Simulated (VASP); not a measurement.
Input of a VASP 6.6.1 run:

Contents of INCAR:

```
ALGO = Normal
DIPOL = 0.5 0.5 0.500
EDIFF = 1E-7
ENCUT = 520
GGA = PE
IDIPOL = 3
ISIF = 2
ISMEAR = 0
IVDW = 12
LASPH = True
LCHARG = False
LDIPOL = True
LREAL = False
LWAVE = False
NBANDS = 21
NELM = 80
PREC = Accurate
SIGMA = 0.1
```

File KPOINTS:

```
k-points
0
Gamma
  6 6 1
```

Contents of POSCAR:

```
Ge
1.0
    4.0729350596      0.0000000000      0.0000000000
   -2.0364675298      3.5272652296      0.0000000000
    0.0000000000      0.0000000000     28.0000000000
Ge
2
Direct
    0.3333333333      0.6666666667      0.5085714286
    0.6666666667      0.3333333333      0.4914285714
```

Potentials or basis: VASP PAW PBE potentials, release 64 (Ge_d).

The run is started by

```sh
$ cat potpaw_PBE.64/Ge_d/POTCAR > POTCAR
$ mpirun -np 1 vasp_std > vasp.out
```

(1) Predict the band gap on the k mesh.

(2) Estimate the dispersion energy per atom.

(3) What does it give for the largest force?

Results:

(1) zero (band 14 reaches -3.33 eV, above the bottom of band 15 at -3.69 eV).

(2) -0.150 eV.

(3) 0.350 eV/Å.
